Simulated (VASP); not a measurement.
## ZnCu: single point with r2SCAN

ZnCu:

```
Zn Cu
1.0
     2.92000    0.00000    0.00000
     0.00000    2.92000    0.00000
     0.00000    0.00000    2.92000
Zn Cu
1 1
Direct
  0.50000 0.50000 0.50000
  0.00000 0.00000 0.00000
```

* Program: VASP 6.6.1
* Task: single point
* Functional: r2SCAN
* Potentials or basis: VASP PAW PBE potentials, release 64 (Zn, Cu)
* Cutoff: 520 eV
* k mesh: 12 × 12 × 12
* Occupations: gaussian, width 0.05 eV
* Spin: no spin polarisation

```
Pressure               : 0.7 GPa
Band gap on the k mesh : zero (an odd number of electrons rules out a gap without spin polarisation)
```

Levels at points of the mesh, in eV from the Fermi level:
```
           k point  band 8  band 9  band 10  band 11  band 12  band 13  band 14  band 15  band 16  band 17
(0.00, 0.00, 0.00)   -3.71   -2.79    -2.79    -2.79     6.81     6.81     6.81    11.77    11.77    13.68
(0.50, 0.00, 0.00)   -3.84   -3.38    -3.38    -2.87    -2.02    12.66    12.66    13.24    13.24    14.08
(0.00, 0.50, 0.00)   -3.84   -3.38    -3.38    -2.87    -2.02    12.66    12.66    13.24    13.24    14.08
(0.00, 0.00, 0.50)   -3.84   -3.38    -3.38    -2.87    -2.02    12.66    12.66    13.24    13.24    14.08
(0.50, 0.50, 0.00)   -2.96   -2.96    -2.56    -2.00    -2.00     2.13     2.46    15.17    16.60    16.60
(0.00, 0.50, 0.50)   -2.96   -2.96    -2.56    -2.00    -2.00     2.13     2.46    15.17    16.60    16.60
(0.50, 0.00, 0.50)   -2.96   -2.96    -2.56    -2.00    -2.00     2.13     2.46    15.17    16.60    16.60
(0.50, 0.50, 0.50)   -4.48   -2.54    -2.54     4.62     4.62     4.62     4.67     4.85     4.85     4.85
```

It took 15 min on 1 thread of Oxide Virtual Turin-like Processor (shared host), peak memory 0.45 GiB.

Caveat: the PAW data sets were made with another functional, which shifts forces and pressure a little.
